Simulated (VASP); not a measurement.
Wanted: the native input for a VASP 6.6.1 run.

```yaml
Task: single point
Functional: PBE
Potentials_or_basis: VASP PAW PBE potentials, release 64 (C)
Cutoff: 520 eV
k_mesh: 12 × 12 × 12
Occupations: gaussian, width 0.05 eV
Spin: no spin polarisation
Dipole_correction: no
Further_INCAR_settings: ALGO = Normal; EDIFF = 1e-06; NBANDS = 11
```

The structure of C lies in POSCAR:

```
C
1.0
    0.0000000000      1.7842242809      1.9180411020
    1.7842242809      0.0000000000      1.9180411020
    1.7842242809      1.7842242809      0.0000000000
C
2
Direct
    0.5000000000      0.5000000000      0.5000000000
    0.7500000000      0.7500000000      0.7500000000
```

This cell differs from its parent crystal: volume 6.106 Å^3 an atom, c/a of the conventional cell 1.0750.

The input as run:

INCAR

```
ALGO     = Normal         # electronic algorithm
EDIFF    = 1E-6           # SCF threshold, eV
ENCUT    = 520            # plane-wave cutoff, eV
GGA      = PE             # functional
ISIF     = 2              # what is computed and relaxed
ISMEAR   = 0              # smearing method
LASPH    = True           # aspherical terms in the spheres
LCHARG   = True           # write CHGCAR
LELF     = True           # ELF
LREAL    = False          # projectors in reciprocal space
LVHAR    = True         
LWAVE    = False          # write WAVECAR
NBANDS   = 11             # bands
NELM     = 80             # most SCF steps
PREC     = Accurate       # precision mode
SIGMA    = 0.05           # smearing width, eV
```

KPOINTS

```
k-points
0
Gamma
  12 12 12
```

Potentials or basis: VASP PAW PBE potentials, release 64 (C).

Run with:

```console
$ cat potpaw_PBE.64/C/POTCAR > POTCAR
$ mpirun -np 1 vasp_std > vasp.out
```

It gave:

```yaml
Pressure: -25.8 GPa
Band_gap_on_the_k_mesh: 3.12 eV, indirect (least direct gap 4.77 eV)
```

It took 28 s on 1 thread of AMD EPYC 7R13, on a shared host, peak memory 0.1 GiB.
